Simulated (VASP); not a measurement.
The system is NbBr3.

```xyz
4
Lattice="0.0000 4.1366 4.1366 4.1366 0.0000 4.1366 4.1366 4.1366 0.0000" Properties=species:S:1:pos:R:3 pbc="T T T"
Nb    4.1366    4.1366    4.1366
Br    2.0683    2.0683    2.0683
Br    6.2049    6.2049    6.2049
Br    0.0000    0.0000    0.0000
```

The cell was built from a structure type or drawn by symmetry, and may not be a known phase.

```yaml
Program: VASP 6.6.1
Task: relaxation of cell and atoms
Functional: PBE
Potentials_or_basis: VASP PAW PBE potentials, release 64 (Nb_sv, Br)
Cutoff: 600 eV
k_mesh: 4 × 4 × 4
Occupations: gaussian, width 0.1 eV
Spin: collinear spin
Starting_moments: "[1.98, -0.11, -0.11, 0.0] μB"
```

At the start: pressure -7.8 GPa; volume 35.39 Å³/atom.

Where does the relaxation end?

Over 5 steps the energy falls by 514.0 meV/atom and the volume is 22.58 Å³/atom (-36.2 %); space group Fm-3m (No. 225, to 0.1 Å) before and after; moment 2.00 μB per cell.

Step by step:
```csv
step,energy change (eV),largest force (eV/Å),pressure (GPa),volume (Å³)
1,0.0000,0.0000,-7.85,141.57
2,-1.5857,0.0000,-6.68,108.93
3,-2.0456,0.0000,-1.38,92.66
4,-2.0544,0.0000,0.57,89.41
5,-2.0560,0.0000,-0.01,90.34
```

Final structure:
```cif
data_structure
_symmetry_space_group_name_H-M 'P 1'
_symmetry_Int_Tables_number 1
_cell_length_a 5.0365
_cell_length_b 5.0365
_cell_length_c 5.0365
_cell_angle_alpha 60.000
_cell_angle_beta 60.000
_cell_angle_gamma 60.000
_cell_volume 90.34
loop_
_atom_site_label
_atom_site_type_symbol
_atom_site_fract_x
_atom_site_fract_y
_atom_site_fract_z
_atom_site_occupancy
Nb1 Nb 0.50000 0.50000 0.50000 1
Br1 Br 0.25000 0.25000 0.25000 1
Br2 Br 0.75000 0.75000 0.75000 1
Br3 Br 0.00000 0.00000 0.00000 1
```

Caveat: the volume moved by over 15 % at a fixed basis, so the end points are rough.
